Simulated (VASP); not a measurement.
Cs: single point with RPBE

Crystal: Cs.

```xyz
8
Lattice="10.1938 0.0000 0.0000 0.0000 10.1938 0.0000 0.0000 0.0000 10.1938" Properties=species:S:1:pos:R:3 pbc="T T T"
Cs    0.0000   10.1938   10.1938
Cs    5.0969    5.0969    5.0969
Cs    2.5485   10.1938    5.0969
Cs    7.6454   10.1938    5.0969
Cs    5.0969    2.5485    0.0000
Cs    5.0969    7.6454   10.1938
Cs   10.1938    5.0969    2.5485
Cs   10.1938    5.0969    7.6454
```

```
Program             : VASP 6.6.1
Task                : single point
Functional          : RPBE
Potentials or basis : VASP PAW PBE potentials, release 64 (Cs_sv)
Cutoff              : 520 eV
k mesh              : 3 × 3 × 3
Occupations         : fermi-dirac, width 0.1 eV
Spin                : no spin polarisation
```

```json
{
 "Pressure": "0.0 GPa",
 "Band gap on the k mesh": "zero (bands 36 and 37 overlap by 0.03 eV)"
}
```

Levels at points of the mesh, in eV from the Fermi level:
```csv
k point,band 33,band 34,band 35,band 36,band 37,band 38,band 39,band 40
"(0.00, 0.00, 0.00)",-1.54,-0.10,-0.10,-0.06,0.21,0.21,0.21,0.92
```

Run time: 2.5 min on 1 thread of AMD EPYC 9R45 96-Core Processor (Zen 5) (shared host), peak memory 0.91 GiB.

Caveat: the PAW data sets were made with another functional, which shifts forces and pressure a little; spin-orbit coupling is left out, which moves the levels of the heavy elements.
